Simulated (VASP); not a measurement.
# CaIn2As2 (P6_3/mmc) in VASP: single point with r2SCAN

Aim: the single point of CaIn2As2 with r2SCAN.

All numbers are computed with VASP 6.6.1; they aren't measurements. Logs are shortened: lines on timing, memory, paths and dates and some standing lists are left out, and cuts for length are marked.

## (1) The cell of the first run

It takes space group P6_3/mmc (No. 194, hexagonal). The conventional cell has a = 4.208 Å, b = 4.208 Å, c = 17.980 Å, α = 90.00°, β = 90.00°, γ = 120.00°. Within 3.6 Å of In (site symmetry 3m) lie 3 As at 2.72 Å and 1 In at 2.81 Å. As (site symmetry 3m) has 3 In at 2.72 Å and 3 Ca at 3.06 Å within 3.6 Å. Within 4.0 Å of Ca (site symmetry -3m) lie 6 As at 3.06 Å and 6 In at 3.93 Å.

## (2) Single point, r2SCAN

Contents of POSCAR:

```
CaIn2As2
1.0
    4.2076430000      0.0000000000      0.0000000000
   -2.1038220000      3.6439290000      0.0000000000
    0.0000000000      0.0000000000     17.9800110000
In As Ca
4 4 2
Direct
    0.3333300000      0.6666700000      0.1719800000
    0.6666700000      0.3333300000      0.6719800000
    0.3333300000      0.6666700000      0.3280200000
    0.6666700000      0.3333300000      0.8280200000
    0.3333300000      0.6666700000      0.6036200000
    0.6666700000      0.3333300000      0.1036200000
    0.3333300000      0.6666700000      0.8963800000
    0.6666700000      0.3333300000      0.3963800000
    0.0000000000      0.0000000000      0.0000000000
    0.0000000000      0.0000000000      0.5000000000
```

Contents of INCAR.step1:

```
SYSTEM = CaIn2As2
ALGO = Normal
EDIFF = 1E-5
ENCUT = 550
GGA = PE
GGA_COMPAT = .False.
ISMEAR = -1
LASPH = .True.
LCHARG = .False.
LREAL = .False.
LWAVE = .True.
NBANDS = 57
NELM = 120
PREC = Accurate
SIGMA = 0.1
```

Contents of INCAR.step2:

```
SYSTEM = CaIn2As2
ALGO = Normal
EDIFF = 1E-6
ENCUT = 550
GGA_COMPAT = .False.
ISIF = 2
ISMEAR = -1
ISTART = 1
LASPH = .True.
LCHARG = .False.
LMIXTAU = .True.
LREAL = .False.
LWAVE = .False.
METAGGA = R2SCAN
NBANDS = 57
NELM = 120
PREC = Accurate
SIGMA = 0.1
```

Contents of KPOINTS:

```
k-points
0
Gamma
  7 7 2
  0 0 0
```

Potentials or basis: VASP PAW PBE potentials, release 64 (In_d, As, Ca_sv).

Launch:

```sh
> cat potpaw_PBE.64/In_d/POTCAR potpaw_PBE.64/As/POTCAR potpaw_PBE.64/Ca_sv/POTCAR > POTCAR
> cp INCAR.step1 INCAR
> mpirun -np 1 vasp_std > vasp.out
> cp INCAR.step2 INCAR
> mpirun -np 1 vasp_std > vasp.out
```

OUTCAR:

```text
SYSTEM = CaIn2As2
   EDIFF = 1E-6
   ENCUT = 550
   ISIF = 2
   ISMEAR = -1
   ISTART = 1
   LASPH = .True.
   LREAL = .False.
   METAGGA = R2SCAN
   NELM = 120
   PREC = Accurate

 ion  position               nearest neighbor table
   1  0.333  0.667  0.172-   6 2.72   6 2.72   6 2.72   3 2.81
   2  0.667  0.333  0.672-   5 2.72   5 2.72   5 2.72   4 2.81
   3  0.333  0.667  0.328-   8 2.72   8 2.72   8 2.72   1 2.81
   4  0.667  0.333  0.828-   7 2.72   7 2.72   7 2.72   2 2.81
   5  0.333  0.667  0.604-   2 2.72   2 2.72   2 2.72
   6  0.667  0.333  0.104-   1 2.72   1 2.72   1 2.72
   7  0.333  0.667  0.896-   4 2.72   4 2.72   4 2.72
   8  0.667  0.333  0.396-   3 2.72   3 2.72   3 2.72
   9  0.000  0.000  0.000-
  10  0.000  0.000  0.500-

  LATTYP: Found a hexagonal cell.
 ALAT       =     4.2076430000
 C/A-ratio  =     4.2731788319

  Lattice vectors:

 A1 = (   4.2076430000,   0.0000000000,   0.0000000000)
 A2 = (  -2.1038220000,   3.6439290000,   0.0000000000)
 A3 = (   0.0000000000,   0.0000000000,  17.9800110000)

Analysis of symmetry for initial positions (statically):
=====================================================================
 Subroutine PRICEL returns:
 Original cell was already a primitive cell.

 Routine SETGRP: Setting up the symmetry group for a
 hexagonal supercell.

 Subroutine GETGRP returns: Found  8 space group operations
 (whereof  4 operations were pure point group operations)
 out of a pool of 24 trial point group operations.

The static configuration has the point symmetry C_2h.
 The point group associated with its full space group is D_2h.

Analysis of symmetry for dynamics (positions and initial velocities):
=====================================================================
 Subroutine PRICEL returns:
 Original cell was already a primitive cell.

 Routine SETGRP: Setting up the symmetry group for a
 hexagonal supercell.

 Subroutine GETGRP returns: Found  8 space group operations
 (whereof  4 operations were pure point group operations)
 out of a pool of 24 trial point group operations.

The dynamic configuration has the point symmetry C_2h.
 The point group associated with its full space group is D_2h.

 Subroutine INISYM returns: Found  8 space group operations
 (whereof  4 operations are pure point group operations),
 and found     1 'primitive' translations

----------------------------------------------------------------------------------------

                                     Primitive cell

  volume of cell :     275.6759

  direct lattice vectors                    reciprocal lattice vectors
     4.207643000  0.000000000  0.000000000     0.237662748  0.137214561  0.000000000
    -2.103822000  3.643929000  0.000000000     0.000000000  0.274429057  0.000000000
     0.000000000  0.000000000 17.980011000     0.000000000  0.000000000  0.055617319

  length of vectors
     4.207643000  4.207646084 17.980011000     0.274429258  0.274429057  0.055617319

  position of ions in fractional coordinates (direct lattice)
     0.333330000  0.666670000  0.171980000
     0.666670000  0.333330000  0.671980000
     0.333330000  0.666670000  0.328020000
     0.666670000  0.333330000  0.828020000
     0.333330000  0.666670000  0.603620000
     0.666670000  0.333330000  0.103620000
     0.333330000  0.666670000  0.896380000
     0.666670000  0.333330000  0.396380000
     0.000000000  0.000000000  0.000000000
     0.000000000  0.000000000  0.500000000

  ion indices of the primitive-cell ions
   primitive index   ion index
                 1           1
                 2           2
                 3           3
                 4           4
                 5           5
                 6           6
                 7           7
                 8           8
                 9           9
                10          10

----------------------------------------------------------------------------------------

 KPOINTS: k-points

Automatic generation of k-mesh.
 Grid dimensions read from file:
 generate k-points for:    7    7    2

 Generating k-lattice:

  Cartesian coordinates                     Fractional coordinates (reciprocal lattice)
     0.033951821  0.019602080  0.000000000     0.142857143  0.000000000  0.000000000
     0.000000000  0.039204151  0.000000000     0.000000000  0.142857143  0.000000000
     0.000000000  0.000000000  0.027808659     0.000000000  0.000000000  0.500000000

  Length of vectors
     0.039204180  0.039204151  0.027808659

  Shift w.r.t. Gamma in fractional coordinates (k-lattice)
     0.000000000  0.000000000  0.000000000

 Subroutine IBZKPT returns following result:
 ===========================================

 Found     32 irreducible k-points:

 Following reciprocal coordinates:
            Coordinates               Weight
  0.000000  0.000000  0.000000      1.000000
  0.142857 -0.000000  0.000000      4.000000
 -0.142857  0.142857  0.000000      2.000000
  0.285714 -0.000000  0.000000      4.000000
 -0.285714  0.285714  0.000000      2.000000
  0.428571 -0.000000  0.000000      4.000000
[... 16 lines left out ...]
 -0.428571  0.428571  0.500000      2.000000
  0.142857  0.142857  0.500000      2.000000
 [... further k-points ...]
   k-points           NKPTS =     32   k-points in BZ     NKDIM =     32   number of bands    NBANDS=     57
   number of dos      NEDOS =    301   number of ions     NIONS =     10
   total plane-waves  NPLWV = 143360
   dimension x,y,z NGX =    32 NGY =   32 NGZ =  140
   dimension x,y,z NGXF=    64 NGYF=   64 NGZF=  280
   ions per type =               4   4   2
   NGX,Y,Z   is equivalent  to a cutoff of  12.64, 12.64, 12.94 a.u.
   NGXF,Y,Z  is equivalent  to a cutoff of  25.29, 25.29, 25.89 a.u.
 SYSTEM =  CaIn2As2
   PREC   = accura    normal or accurate (medium, high low for compatibility)
   ISTART =      1    job   : 0-new  1-cont  2-samecut
   ICHARG =      0    charge: 1-file 2-atom 10-const
   ISPIN  =      1    spin polarized calculation?
   LNONCOLLINEAR =      F non collinear calculations
   LSORBIT =      F    spin-orbit coupling
   LASPH  =      T    aspherical Exc in radial PAW
   ENCUT  =  550.0 eV  40.42 Ry    6.36 a.u.   8.05  8.05 34.38*2*pi/ulx,y,z
   NELM   =    120;   NELMIN=  2; NELMDL=  0     # of ELM steps
   EDIFF  = 0.1E-05   stopping-criterion for ELM
   LREAL  =      F    real-space projection
   EDIFFG = 0.1E-04   stopping-criterion for IOM
   NSW    =      0    number of steps for IOM
   IBRION =     -1    ionic relax: 0-MD 1-quasi-New 2-CG
   NFREE  =      0    steps in history (QN), initial steepest desc. (CG)
   ISIF   =      2    stress and relaxation
   ISYM   =      2    0-nonsym 1-usesym 2-fastsym
   POTIM  = 0.5000    time-step for ionic-motion
   TEBEG  =    0.0;   TEEND  =   0.0 temperature during run
   PSTRESS=    0.0 pullay stress
   NELECT =      92.0000    total number of electrons
   NUPDOWN=      -1.0000    fix difference up-down
   EMIN   =  10.00;   EMAX   =-10.00  energy-range for DOS
   EFERMI =   0.00;   METHOD = LEGACY
   ISMEAR =    -1;   SIGMA  =   0.10  broadening in eV -4-tet -1-fermi 0-gaus
   EFERMI_NEDOS =   21; number of points for ismear=-14 and -15
   IALGO  =     38    algorithm
   IMIX   =      4    mixing-type and parameters
     AMIX     =   0.40;   BMIX     =  1.00
     AMIX_MAG =   1.60;   BMIX_MAG =  1.00
  volume/ion in A,a.u.               =      27.57       186.04
  Fermi-wavevector in a.u.,A,eV,Ry     =   1.135545  2.145870 17.544216  1.289463
  Thomas-Fermi vector in A             =   2.272250
   LORBIT       =      0    0 simple, 1 ext, 2 COOP (PROOUT), +10 PAW based schemes
   METAGGA = R2SCAN    functional components
   LHFCALC =     F    Hartree Fock is set to
   AEXX    =    0.0000 exact exchange contribution
   IVDW    =     0    specifies the selected vdW correction
   LEPSILON=     F    determine dielectric tensor
   LRPA    =     F    only Hartree local field effects (RPA)
 non-spin polarized calculation
  energy-cutoff  :      550.00
  volume of cell :      275.68
 maximum number of plane-waves:      8114
   NGX = 17   NGY = 17   NGZ = 69

 number of electron      91.9999993 magnetization

 Free energy of the ion-electron system (eV)
  ---------------------------------------------------
  ext. energy  EPLUGINS =         0.00000000
  ---------------------------------------------------
  free energy    TOTEN  =      -170.94841813 eV

  energy without entropy =     -170.94460852  energy(sigma->0) =     -170.94651333

 E-fermi :   5.0086     XC(G=0):  -9.7005

 val. band max:        4.9106905752   @ k =   0.0000   0.0000   0.0000
 cond. band min:       5.1170189404   @ k =   0.0000   0.0000   0.0000
 fundamental gap:      0.2063283652
 Fermi energy:         5.0085921694

 k-point     1 :       0.0000    0.0000    0.0000
  band No.  band energies     occupation
      1     -38.5337      2.00000
      2     -38.5337      2.00000
      3     -18.7101      2.00000
      4     -18.7100      2.00000
      5     -18.6308      2.00000
      6     -18.6308      2.00000
[... 49 lines left out ...]
     56       8.1554      0.00000
     57       8.1559      0.00000

 k-point     2 :       0.1429   -0.0000    0.0000
  band No.  band energies     occupation
      1     -38.5330      2.00000
      2     -38.5330      2.00000
      3     -18.7071      2.00000
      4     -18.7070      2.00000
      5     -18.6429      2.00000
      6     -18.6429      2.00000
[... 49 lines left out ...]
     56       8.0672      0.00000
     57       8.0894      0.00000

 k-point     3 :      -0.1429    0.1429    0.0000
  band No.  band energies     occupation
      1     -38.5330      2.00000
      2     -38.5330      2.00000
      3     -18.7071      2.00000
      4     -18.7070      2.00000
      5     -18.6429      2.00000
      6     -18.6429      2.00000
[... 1194 lines left out ...]
      1     -38.5302      2.00000
      2     -38.5302      2.00000
      3     -18.6962      2.00000
      4     -18.6962      2.00000
      5     -18.6898      2.00000
      6     -18.6898      2.00000
[... 49 lines left out ...]
     56       8.1376      0.00000
     57       8.6942      0.00000

 k-point    24 :       0.1429    0.1429    0.5000
  band No.  band energies     occupation
      1     -38.5319      2.00000
      2     -38.5319      2.00000
      3     -18.7022      2.00000
      4     -18.7022      2.00000
      5     -18.6606      2.00000
      6     -18.6606      2.00000
[... 49 lines left out ...]
     56       7.9609      0.00000
     57       8.3286      0.00000

 [... further k-points ...]

------------------------ aborting loop because EDIFF is reached ----------------------------------------

  FORCE on cell =-STRESS in cart. coord.  units (eV):
  Direction    XX          YY          ZZ          XY          YZ          ZX
  --------------------------------------------------------------------------------------
  -------------------------------------------------------------------------------------
  Total       -2.1671217     -2.1666755     -2.1695201      0.0003900      0.0000000      0.0000000
  in kB      -12.5949120    -12.5923191    -12.6088513      0.0022668      0.0000000      0.0000000
  external PRESSURE =     -12.5986941 kB  Pullay stress =       0.0000000 kB

 VOLUME and BASIS-vectors are now :
 -----------------------------------------------------------------------------
  energy-cutoff  :      550.00
  volume of cell :      275.68
      direct lattice vectors                 reciprocal lattice vectors
     4.207643000  0.000000000  0.000000000     0.237662748  0.137214561  0.000000000
    -2.103822000  3.643929000  0.000000000     0.000000000  0.274429057  0.000000000
     0.000000000  0.000000000 17.980011000     0.000000000  0.000000000  0.055617319

 POSITION                                       TOTAL-FORCE (eV/Angst)
 -----------------------------------------------------------------------------------
     -0.00002      2.42930      3.09220         0.000178     -0.000103     -0.109516
      2.10384      1.21463     12.08221        -0.000178      0.000103     -0.109516
     -0.00002      2.42930      5.89780         0.000178     -0.000103      0.109516
      2.10384      1.21463     14.88781        -0.000178      0.000103      0.109516
     -0.00002      2.42930     10.85309         0.000208     -0.000120      0.003323
      2.10384      1.21463      1.86309        -0.000208      0.000120      0.003323
     -0.00002      2.42930     16.11692         0.000208     -0.000120     -0.003323
      2.10384      1.21463      7.12692        -0.000208      0.000120     -0.003323
      0.00000      0.00000      0.00000         0.000000      0.000000      0.000000
      0.00000      0.00000      8.99001        -0.000000      0.000000      0.000000
 -----------------------------------------------------------------------------------
    total drift:                                0.000000     -0.000000      0.000000

  FREE ENERGIE OF THE ION-ELECTRON SYSTEM (eV)
  ---------------------------------------------------
  free  energy   TOTEN  =      -170.9484181331 eV

  energy  without entropy=     -170.9446085243  energy(sigma->0) =     -170.94651333
```

It took 24 min on 1 thread of AMD EPYC 9R45 (Zen 5), shared host; peak memory 0.67 GiB.

Results:

```yaml
Free_energy: -170.9484 eV
Pressure: -1.3 GPa
Largest_force: 0.110 eV/Å
Band_gap_on_the_k_mesh: 0.21 eV
```

Forces in eV/Å, atoms in the order of the input:
```
In   0.000  0.000 -0.110
In   0.000  0.000 -0.110
In   0.000  0.000  0.110
In   0.000  0.000  0.110
As   0.000  0.000  0.003
As   0.000  0.000  0.003
As   0.000  0.000 -0.003
As   0.000  0.000 -0.003
Ca   0.000  0.000  0.000
Ca   0.000  0.000  0.000
```

Caveat: the PAW data sets were made with another functional, which shifts forces and pressure a little; spin-orbit coupling is left out, which moves the levels of the heavy elements. A k mesh can miss the band edges.
